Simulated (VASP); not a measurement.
Wanted: the native input for a VASP 6.6.1 run.

* Task: relaxation of cell and atoms
* Functional: r2SCAN
* Dispersion: rVV10
* Potentials or basis: VASP PAW PBE potentials, release 64 (K_sv, I)
* Cutoff: 600 eV
* k mesh: 4 × 4 × 4
* Occupations: gaussian, width 0.01 eV
* Spin: no spin polarisation
* Dipole correction: no
* Further INCAR settings: ALGO = Normal; EDIFF = 1e-07; IBRION = 2; EDIFFG = -0.005; NSW = 80; ISIF = 3

Crystal: KI.

```
K I
1.0
     0.00000    3.53277    3.53277
     3.53277    0.00000    3.53277
     3.53277    3.53277    0.00000
K I
1 1
Direct
  0.00000 0.00000 0.00000
  0.50000 0.50000 0.50000
```

The input as run:

POSCAR

```
KI
1.0
    0.0000000000      3.5327700000      3.5327700000
    3.5327700000      0.0000000000      3.5327700000
    3.5327700000      3.5327700000      0.0000000000
K I
1 1
Direct
    0.0000000000      0.0000000000      0.0000000000
    0.5000000000      0.5000000000      0.5000000000
```

INCAR.step1

```
PREC     = Accurate       # precision mode
ENCUT    = 600            # plane-wave cutoff, eV
ISMEAR   = 0              # smearing method
SIGMA    = 0.01           # smearing width, eV
LREAL    = F              # projectors in reciprocal space
LASPH    = T              # aspherical terms in the spheres
NELM     = 80             # most SCF steps
GGA      = PE             # functional
ALGO     = Normal         # electronic algorithm
EDIFF    = 1E-4           # SCF threshold, eV
LWAVE    = T              # write WAVECAR
LCHARG   = F              # write CHGCAR
```

INCAR.step2

```
PREC     = Accurate       # precision mode
ENCUT    = 600            # plane-wave cutoff, eV
EDIFF    = 1E-7           # SCF threshold, eV
ISMEAR   = 0              # smearing method
SIGMA    = 0.01           # smearing width, eV
LREAL    = F              # projectors in reciprocal space
LASPH    = T              # aspherical terms in the spheres
NELM     = 80             # most SCF steps
ALGO     = Normal         # electronic algorithm
ISIF     = 3              # what is computed and relaxed
LWAVE    = F              # write WAVECAR
LCHARG   = F              # write CHGCAR
METAGGA  = R2SCAN         # meta-GGA
LMIXTAU  = T            
LUSE_VDW = T            
IVDW_NL  = 2            
BPARAM   = 11.95        
CPARAM   = 0.0093       
IBRION   = 2              # ionic algorithm
NSW      = 80             # ionic steps
EDIFFG   = -0.005         # ionic threshold
ISTART   = 1
```

KPOINTS

```
regular mesh
0
Gamma
  4 4 4
```

Potentials or basis: VASP PAW PBE potentials, release 64 (K_sv, I).

Run with:

```sh
$ cat potpaw_PBE.64/K_sv/POTCAR potpaw_PBE.64/I/POTCAR > POTCAR
$ cp INCAR.step1 INCAR
$ mpirun -np 1 vasp_std > vasp.out
$ cp INCAR.step2 INCAR
$ mpirun -np 1 vasp_std > vasp.out
```

It gave:

| Quantity | Value |
| --- | --- |
| Relaxed volume | 43.23 Å³/atom |
| Relaxed cell | a = 4.963 Å, b = 4.963 Å, c = 4.963 Å, α = 60.00°, β = 60.00°, γ = 60.00° |
| Space group after relaxing (to 0.05 Å) | Fm-3m (No. 225) |
| Energy gained by relaxing | 0.8 meV/atom |
| Ionic steps | 3 |
| Pressure after relaxing | 0.0 GPa |
| Band gap on the k mesh | 4.56 eV, direct |

Caveat: the PAW data sets were made with another functional, which shifts forces and pressure a little; spin-orbit coupling is left out, which moves the levels of the heavy elements.

It took 9.4 min on 1 thread of Intel(R) Xeon(R) Platinum 8488C (Sapphire Rapids), on a shared host, peak memory 0.49 GiB.
